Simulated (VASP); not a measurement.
Runs of VASP 6.6.1 on ZnAg. The structure is that of space group Pm-3m (No. 221), or close to it. The cells are those of the table. 

```tsv
task	cell	gap on the mesh (eV)	pressure (GPa)
single point	a = 3.156 Å, angles 89.4°, 2 atoms	none	-7.6
single point	a = 3.188, b = 3.188, c = 3.156 Å, 2 atoms	none	(b)
single point	a = 3.166 Å, 2 atoms	none	-8.5
electric field gradients	a = 3.156 Å, angles 91.1°, 2 atoms	none	-7.5
electric field gradients	a = 3.092 Å, 2 atoms	none	(a)
electric field gradients	a = 3.166 Å, 2 atoms	none	-8.5
electric field gradients	a = 3.198 Å, 2 atoms	none	-10.7
electric field gradients	a = 3.135 Å, 2 atoms	none	-5.8
```

Alike in all rows: level LDA; potentials or basis VASP PAW LDA potentials, release 64 (Zn, Ag); no spin polarisation; k mesh 12 × 12 × 12; cutoff (eV) 520; smearing fermi-dirac 0.03 eV.

Task: Fill in the values left out.

Result: (a) -1.2; (b) -9.2.

Caveats: the cell stands under tension (at least some runs).

A k mesh can miss the band edges, and the runs leave out spin-orbit coupling on Ag.

A gap of «none» marks levels without a gap at the run's occupations.
